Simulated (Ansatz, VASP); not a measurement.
# One calculation of LiCl, two programs

Contents of INCAR:

```
PREC = Accurate ; ENCUT = 600
EDIFF = 1E-6 ; ISMEAR = -1
SIGMA = 0.1 ; LREAL = F
LASPH = T ; NELM = 60
ALGO = Normal ; ISIF = 3
LWAVE = F ; LCHARG = F
GGA = PS ; IBRION = 2
NSW = 100 ; EDIFFG = -0.002
```

The input KPOINTS:

```
regular mesh
0
Gamma
  16 16 16
```

POSCAR

```
LiCl
1.0
    0.0000000000      2.5647700000      2.5647700000
    2.5647700000      0.0000000000      2.5647700000
    2.5647700000      2.5647700000      0.0000000000
Li Cl
1 1
Direct
    0.0000000000      0.0000000000      0.0000000000
    0.5000000000      0.5000000000      0.5000000000
```

Input for Ansatz:

```yaml
crystal:
  lattice:
    - [0.0, 2.56477, 2.56477]
    - [2.56477, 0.0, 2.56477]
    - [2.56477, 2.56477, 0.0]
  atoms:
    - { symbol: Li, position: [0.0, 0.0, 0.0] }
    - { symbol: Cl, position: [0.5, 0.5, 0.5] }
kpoints:
  mp_grid: { grid: [16, 16, 16] }
scf:
  occupations: { method: fermi_dirac, width: 0.1 }
hamiltonian:
  xc: pbesol
  pseudopotentials: { kind: paw }
relax:
  f_tol: 0.002
  max_steps: 80
  cell: {}
output:
  forces: true
  stress: true
```

Alike in both runs: task relaxation of cell and atoms; functional PBEsol; k mesh 16 × 16 × 16; occupations fermi-dirac, width 0.1 eV; no spin polarisation.

```csv
,VASP,Ansatz
version,VASP 6.6.1,Ansatz 0.2.0
potentials or method,"VASP PAW PBE potentials, release 64 (Li_sv, Cl)","PAW with Ansatz's default frozen-core files, scalar-relativistic"
plane-wave cutoff (eV),600,420
valence electrons in the cell,10,10
```

Ansatz gave:

```
relaxed volume (Å³/atom)                                     : 16.22
relaxed cell length with the largest relative difference (Å) : 3.580
```

Problem. What did VASP give for the same quantities?

Solution. Relaxed volume (Å³/atom): 16.20; relaxed cell length with the largest relative difference (Å): 3.578.

VASP's potentials were made for PBE, not for PBEsol.

Noted on VASP's run: the cutoff is short for stress, so the pressure is rough.
